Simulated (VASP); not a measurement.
Write the native input for VASP 6.6.1 that does the following.

- Task: single point
- Functional: r2SCAN
- Dispersion: rVV10
- Potentials or basis: VASP PAW PBE potentials, release 64 (B, P)
- Cutoff: 520 eV
- k mesh: 12 × 12 × 6
- Occupations: fermi-dirac, width 0.03 eV
- Spin: no spin polarisation
- Dipole correction: no
- Further INCAR settings: ALGO = Normal; EDIFF = 1e-06; NBANDS = 16

Crystal: BP.

```xyz
4
Lattice="3.0632 0.0000 0.0000 -1.5316 2.6528 0.0000 0.0000 0.0000 5.0649" Properties=species:S:1:pos:R:3 pbc="T T T"
B     0.0000    0.0000    0.0000
B     0.0000    0.0000    2.5325
P     0.0000    1.7685    1.2662
P     1.5316    0.8843    3.7987
```

One way to write it, as run:

POSCAR

```
BP
1.0
    3.0631771055      0.0000000000      0.0000000000
   -1.5315885528      2.6527891896      0.0000000000
    0.0000000000      0.0000000000      5.0649412652
B P
2 2
Direct
    0.0000000000      0.0000000000      0.0000000000
    0.0000000000      0.0000000000      0.5000000000
    0.3333333333      0.6666666667      0.2500000000
    0.6666666667      0.3333333333      0.7500000000
```

INCAR.step1

```
SYSTEM = BP
ALGO = Normal
EDIFF = 1E-4
ENCUT = 520
GGA = PE
ISMEAR = -1
LASPH = .True.
LCHARG = .False.
LREAL = .False.
LWAVE = .True.
NBANDS = 16
NELM = 100
PREC = Accurate
SIGMA = 0.03
```

INCAR.step2

```
SYSTEM = BP
ALGO = Normal
BPARAM = 11.95
CPARAM = 0.0093
EDIFF = 1E-6
ENCUT = 520
ISIF = 2
ISMEAR = -1
ISTART = 1
IVDW_NL = 2
LASPH = .True.
LCHARG = .True.
LELF = .True.
LMIXTAU = .True.
LREAL = .False.
LUSE_VDW = .True.
LVHAR = .True.
LWAVE = .False.
METAGGA = R2SCAN
NBANDS = 16
NELM = 100
PREC = Accurate
SIGMA = 0.03
```

KPOINTS

```
k-points
0
Gamma
  12 12 6
  0 0 0
```

Potentials or basis: VASP PAW PBE potentials, release 64 (B, P).

Run with:

```sh
$ cat potpaw_PBE.64/B/POTCAR potpaw_PBE.64/P/POTCAR > POTCAR
$ cp INCAR.step1 INCAR
$ mpirun -np 1 vasp_std > vasp.out
$ cp INCAR.step2 INCAR
$ mpirun -np 1 vasp_std > vasp.out
```

Results of the run:

The pressure is -0.3 GPa and the band gap on the k mesh is zero (bands 8 and 9 overlap by 6.21 eV).

Caveat: the PAW data sets were made with another functional, which shifts forces and pressure a little.

Wall time 4.6 min on 1 thread of Intel Xeon 8259CL, on a shared host, peak memory 0.29 GiB.
